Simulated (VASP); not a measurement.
# Si (P1) in VASP: single point with PBE

Aim: the single point of Si with PBE.

Everything below comes from runs of VASP 6.6.1. Logs are shortened: lines on timing, memory, paths and dates and some standing lists are left out, and cuts for length are marked.

## (1) The cell of the first run

The typed cell holds 8 atoms: a = 5.739 Å, b = 5.695 Å, c = 5.648 Å, α = 109.04°, β = 109.70°, γ = 109.76°.

## (2) Single point, PBE (atoms moved at random and the cell strained at random)

File INCAR:

```
SYSTEM = Si
  PREC = Accurate
  ENCUT = 520
  EDIFF = 1E-6
  ISMEAR = 0
  SIGMA = 0.1
  LREAL = .FALSE.
  LASPH = .TRUE.
  NELM = 100
  ALGO = Normal
  ISIF = 2
  LWAVE = .FALSE.
  LCHARG = .FALSE.
  GGA = PE
  NBANDS = 26
```

File KPOINTS:

```
Automatic mesh
0
G
  6 6 6
  0 0 0
```

File POSCAR:

```
Si
1.0
   -3.3145534291      3.3174424834      3.3079489994
    3.3121721174     -3.2818781543      3.2700033586
    3.2713150982      3.2386398234     -3.2723846703
Si
8
Direct
    0.2389454639      0.2187589146      0.2164958931
    0.5069025699     -0.0124058209      0.3064195891
    0.3095785994      0.5166094557      0.0164945708
   -0.0128499564      0.3068280257      0.5044387684
    0.7935877858      0.8049552886      0.8029806793
    0.4749396864     -0.0271297002      0.6970234742
    0.6957610049      0.4803360192      0.0050812016
    0.0180230444      0.7049806773      0.5212406582
```

Potentials or basis: VASP PAW PBE potentials, release 64 (Si).

On the command line:

```sh
$ cat potpaw_PBE.64/Si/POTCAR > POTCAR
$ mpirun -np 1 vasp_std > vasp.out
```

OUTCAR:

```text
SYSTEM = Si
   PREC = Accurate
   ENCUT = 520
   EDIFF = 1E-6
   ISMEAR = 0
   LREAL = .FALSE.
   LASPH = .TRUE.
   NELM = 100
   ISIF = 2
   GGA = PE

 ion  position               nearest neighbor table
   1  0.239  0.219  0.216-   3 2.33   2 2.37   5 2.42   4 2.55
   2  0.507  0.988  0.306-   3 2.23   6 2.30   4 2.32   1 2.37
   3  0.310  0.517  0.016-   2 2.23   7 2.31   1 2.33   4 2.42
   4  0.987  0.307  0.504-   8 2.18   2 2.32   3 2.42   1 2.55
   5  0.794  0.805  0.803-   6 2.33   8 2.41   1 2.42   7 2.48
   6  0.475  0.973  0.697-   8 2.18   2 2.30   5 2.33   7 2.40
   7  0.696  0.480  0.005-   3 2.31   6 2.40   8 2.43   5 2.48
   8  0.018  0.705  0.521-   6 2.18   4 2.18   5 2.41   7 2.43

  LATTYP: Found a triclinic cell.
 ALAT       =     9.2369727246
 B/A-ratio  =     0.6114450815
 C/A-ratio  =     1.0071675813
 COS(alpha) =     0.0002622613
 COS(beta)  =     0.5043318825
 COS(gamma) =     0.8126041684

  Lattice vectors:

 A1 = (  -0.0408570192,   6.5205179777,  -6.5423880289)
 A2 = (   3.2713150982,   3.2386398234,  -3.2723846703)
 A3 = (  -6.5811059039,   0.0076740018,  -6.5755710463)

Analysis of symmetry for initial positions (statically):
=====================================================================
 Subroutine PRICEL returns:
 Original cell was already a primitive cell.

 Routine SETGRP: Setting up the symmetry group for a
 triclinic supercell.

 Subroutine GETGRP returns: Found  1 space group operations
 (whereof  1 operations were pure point group operations)
 out of a pool of  2 trial point group operations.

The static configuration has the point symmetry C_1 .

Analysis of symmetry for dynamics (positions and initial velocities):
=====================================================================
 Subroutine PRICEL returns:
 Original cell was already a primitive cell.

 Routine SETGRP: Setting up the symmetry group for a
 triclinic supercell.

 Subroutine GETGRP returns: Found  1 space group operations
 (whereof  1 operations were pure point group operations)
 out of a pool of  2 trial point group operations.

The dynamic configuration has the point symmetry C_1 .

 Subroutine INISYM returns: Found  1 space group operations
 (whereof  1 operations are pure point group operations),
 and found     1 'primitive' translations

----------------------------------------------------------------------------------------

                                     Primitive cell

  volume of cell :     141.9481

  direct lattice vectors                    reciprocal lattice vectors
    -3.314553429  3.317442483  3.307948999     0.001051121  0.151716828  0.151203101
     3.312172117 -3.281878154  3.270003359     0.151951355  0.000177180  0.152077043
     3.271315098  3.238639823 -3.272384670     0.152903325  0.153542740 -0.000774790

  length of vectors
     5.738833997  5.695097042  5.647901540     0.214199623  0.214980633  0.216691947

  position of ions in fractional coordinates (direct lattice)
     0.238945464  0.218758915  0.216495893
     0.506902570  0.987594179  0.306419589
     0.309578599  0.516609456  0.016494571
     0.987150044  0.306828026  0.504438768
     0.793587786  0.804955289  0.802980679
     0.474939686  0.972870300  0.697023474
     0.695761005  0.480336019  0.005081202
     0.018023044  0.704980677  0.521240658

  ion indices of the primitive-cell ions
   primitive index   ion index
                 1           1
                 2           2
                 3           3
                 4           4
                 5           5
                 6           6
                 7           7
                 8           8

----------------------------------------------------------------------------------------

 KPOINTS: Automatic mesh

Automatic generation of k-mesh.
 Grid dimensions read from file:
 generate k-points for:    6    6    6

 Generating k-lattice:

  Cartesian coordinates                     Fractional coordinates (reciprocal lattice)
     0.000175187  0.025286138  0.025200517     0.166666667  0.000000000 -0.000000000
     0.025325226  0.000029530  0.025346174    -0.000000000  0.166666667  0.000000000
     0.025483888  0.025590457 -0.000129132     0.000000000 -0.000000000  0.166666667

  Length of vectors
     0.035699937  0.035830106  0.036115325

  Shift w.r.t. Gamma in fractional coordinates (k-lattice)
     0.000000000  0.000000000  0.000000000

 Subroutine IBZKPT returns following result:
 ===========================================

 Found    112 irreducible k-points:

 Following reciprocal coordinates:
            Coordinates               Weight
  0.000000  0.000000  0.000000      1.000000
  0.166667  0.000000  0.000000      2.000000
  0.333333  0.000000  0.000000      2.000000
  0.500000  0.000000  0.000000      1.000000
  0.000000  0.166667  0.000000      2.000000
  0.166667  0.166667  0.000000      2.000000
[... 16 lines left out ...]
  0.333333  0.000000  0.166667      2.000000
  0.500000  0.000000  0.166667      2.000000
 [... further k-points ...]
   k-points           NKPTS =    112   k-points in BZ     NKDIM =    112   number of bands    NBANDS=     26
   number of dos      NEDOS =    301   number of ions     NIONS =      8
   total plane-waves  NPLWV =  84672
   dimension x,y,z NGX =    48 NGY =   42 NGZ =   42
   dimension x,y,z NGXF=    96 NGYF=   84 NGZF=   84
   ions per type =               8
   NGX,Y,Z   is equivalent  to a cutoff of  13.90, 12.26, 12.36 a.u.
   NGXF,Y,Z  is equivalent  to a cutoff of  27.81, 24.52, 24.73 a.u.
 SYSTEM =  Si
   PREC   = accura    normal or accurate (medium, high low for compatibility)
   ISTART =      0    job   : 0-new  1-cont  2-samecut
   ICHARG =      2    charge: 1-file 2-atom 10-const
   ISPIN  =      1    spin polarized calculation?
   LNONCOLLINEAR =      F non collinear calculations
   LSORBIT =      F    spin-orbit coupling
   LASPH  =      T    aspherical Exc in radial PAW
   ENCUT  =  520.0 eV  38.22 Ry    6.18 a.u.  10.67 10.59 10.50*2*pi/ulx,y,z
   NELM   =    100;   NELMIN=  2; NELMDL= -5     # of ELM steps
   EDIFF  = 0.1E-05   stopping-criterion for ELM
   LREAL  =      F    real-space projection
   EDIFFG = 0.1E-04   stopping-criterion for IOM
   NSW    =      0    number of steps for IOM
   IBRION =     -1    ionic relax: 0-MD 1-quasi-New 2-CG
   NFREE  =      0    steps in history (QN), initial steepest desc. (CG)
   ISIF   =      2    stress and relaxation
   ISYM   =      2    0-nonsym 1-usesym 2-fastsym
   POTIM  = 0.5000    time-step for ionic-motion
   TEBEG  =    0.0;   TEEND  =   0.0 temperature during run
   PSTRESS=    0.0 pullay stress
   NELECT =      32.0000    total number of electrons
   NUPDOWN=      -1.0000    fix difference up-down
   EMIN   =  10.00;   EMAX   =-10.00  energy-range for DOS
   EFERMI =   0.00;   METHOD = LEGACY
   ISMEAR =     0;   SIGMA  =   0.10  broadening in eV -4-tet -1-fermi 0-gaus
   EFERMI_NEDOS =   21; number of points for ismear=-14 and -15
   IALGO  =     38    algorithm
   IMIX   =      4    mixing-type and parameters
     AMIX     =   0.40;   BMIX     =  1.00
     AMIX_MAG =   1.60;   BMIX_MAG =  1.00
  volume/ion in A,a.u.               =      17.74       119.74
  Fermi-wavevector in a.u.,A,eV,Ry     =   0.996357  1.882842 13.506875  0.992727
  Thomas-Fermi vector in A             =   2.128440
   LORBIT       =      0    0 simple, 1 ext, 2 COOP (PROOUT), +10 PAW based schemes
   GGA     = PE    functional components
   LHFCALC =     F    Hartree Fock is set to
   AEXX    =    0.0000 exact exchange contribution
   IVDW    =     0    specifies the selected vdW correction
   LEPSILON=     F    determine dielectric tensor
   LRPA    =     F    only Hartree local field effects (RPA)
 non-spin polarized calculation
 Gauss-broadening in eV      SIGMA  =   0.10
  energy-cutoff  :      520.00
  volume of cell :      141.95
 maximum number of plane-waves:      3849
 NGX is ok and might be reduce to    48
   NGX = 21   NGY = 21   NGZ = 21

 number of electron      32.0000000 magnetization

 Free energy of the ion-electron system (eV)
  ---------------------------------------------------
  ext. energy  EPLUGINS =         0.00000000
  ---------------------------------------------------
  free energy    TOTEN  =       -41.34200502 eV

  energy without entropy =      -41.33690823  energy(sigma->0) =      -41.33945662

 E-fermi :   7.4572     XC(G=0): -10.0789

 val. band max:        7.4526718719   @ k =   0.5000   0.0000   0.3333
 cond. band min:       7.4597665470   @ k =   0.3333   0.5000   0.5000
 fundamental gap:      0.0070946751
 Fermi energy:         7.4572451465

 k-point     1 :       0.0000    0.0000    0.0000
  band No.  band energies     occupation
      1      -5.5509      2.00000
      2      -1.2344      2.00000
      3      -0.8248      2.00000
      4      -0.6984      2.00000
      5      -0.3557      2.00000
      6       0.6315      2.00000
[... 18 lines left out ...]
     25      13.0251      0.00000
     26      13.2647      0.00000

 k-point     2 :       0.1667    0.0000    0.0000
  band No.  band energies     occupation
      1      -5.3811      2.00000
      2      -1.7009      2.00000
      3      -1.3666      2.00000
      4      -1.0069      2.00000
      5      -0.2498      2.00000
      6       0.6559      2.00000
[... 18 lines left out ...]
     25      12.5817      0.00000
     26      12.7951      0.00000

 k-point     3 :       0.3333    0.0000    0.0000
  band No.  band energies     occupation
      1      -4.8806      2.00000
      2      -2.8926      2.00000
      3      -1.7586      2.00000
      4      -1.3811      2.00000
      5      -0.1635      2.00000
      6       0.3318      2.00000
[... 572 lines left out ...]
 k-point    23 :       0.3333    0.0000    0.1667
  band No.  band energies     occupation
      1      -4.3961      2.00000
      2      -3.3577      2.00000
      3      -2.4605      2.00000
      4      -1.5170      2.00000
      5       0.0271      2.00000
      6       0.6524      2.00000
[... 18 lines left out ...]
     25      11.9419      0.00000
     26      12.4131      0.00000

 k-point    24 :       0.5000    0.0000    0.1667
  band No.  band energies     occupation
      1      -4.4048      2.00000
      2      -3.3540      2.00000
      3      -2.4677      2.00000
      4      -1.5205      2.00000
      5       0.1320      2.00000
      6       0.4999      2.00000
[... 18 lines left out ...]
     25      11.9034      0.00000
     26      12.3488      0.00000

 [... further k-points ...]

------------------------ aborting loop because EDIFF is reached ----------------------------------------

  FORCE on cell =-STRESS in cart. coord.  units (eV):
  Direction    XX          YY          ZZ          XY          YZ          ZX
  --------------------------------------------------------------------------------------
  -------------------------------------------------------------------------------------
  Total        3.7399589      4.5902042      6.3021375     -1.2620607     -0.3559833      1.8377479
  in kB       42.2131621     51.8099369     71.1326407    -14.2449620     -4.0180064     20.7427812
  external PRESSURE =      55.0519132 kB  Pullay stress =       0.0000000 kB

 VOLUME and BASIS-vectors are now :
 -----------------------------------------------------------------------------
  energy-cutoff  :      520.00
  volume of cell :      141.95
      direct lattice vectors                 reciprocal lattice vectors
    -3.314553429  3.317442483  3.307948999     0.001051121  0.151716828  0.151203101
     3.312172117 -3.281878154  3.270003359     0.151951355  0.000177180  0.152077043
     3.271315098  3.238639823 -3.272384670     0.152903325  0.153542740 -0.000774790

 POSITION                                       TOTAL-FORCE (eV/Angst)
 -----------------------------------------------------------------------------------
      0.64080      0.77590      0.79730         0.698027     -0.353648     -1.370097
      2.59332     -0.56716      3.90352         0.986089     -0.485302      0.639258
      0.73894     -0.61502      2.65941        -1.310806     -0.537363     -0.734964
     -0.60552      3.90154      2.61805        -1.465433      1.829269     -0.157785
      2.66256      2.59148      2.62969        -0.323366      1.085009     -0.168667
      3.92828      0.64015      2.47144         0.582443      1.187175      1.941177
     -0.69856      0.74820      3.85561         0.036756     -0.083523      0.836931
      3.98042     -0.56576      0.65921         0.796291     -2.641618     -0.985852
 -----------------------------------------------------------------------------------
    total drift:                                0.000013     -0.000035     -0.000032

  FREE ENERGIE OF THE ION-ELECTRON SYSTEM (eV)
  ---------------------------------------------------
  free  energy   TOTEN  =       -41.3420050181 eV

  energy  without entropy=      -41.3369082263  energy(sigma->0) =      -41.33945662
```

It took 2.5 min on 1 thread of Intel Xeon 6975P-C (Granite Rapids), shared host; peak memory 0.43 GiB.

Results:

| Item | Value |
| --- | --- |
| Free energy | -41.3420 eV |
| Pressure | 5.5 GPa |
| Largest force | 2.930 eV/Å |
| Band gap on the k mesh | zero (bands 16 and 17 overlap by 0.20 eV) |

Forces on the atoms (eV/Å):
```
Si   0.698 -0.354 -1.370
Si   0.986 -0.485  0.639
Si  -1.311 -0.537 -0.735
Si  -1.465  1.829 -0.158
Si  -0.323  1.085 -0.169
Si   0.582  1.187  1.941
Si   0.037 -0.084  0.837
Si   0.796 -2.642 -0.986
```

Caveat: the cell differs from its parent crystal (atoms moved at random and the cell strained at random); the cell stands under pressure; semilocal functionals underestimate gaps, and a narrow one can read as zero; forces of over 1 eV/Å act on the atoms, so gaps and moduli don't describe the material at rest.
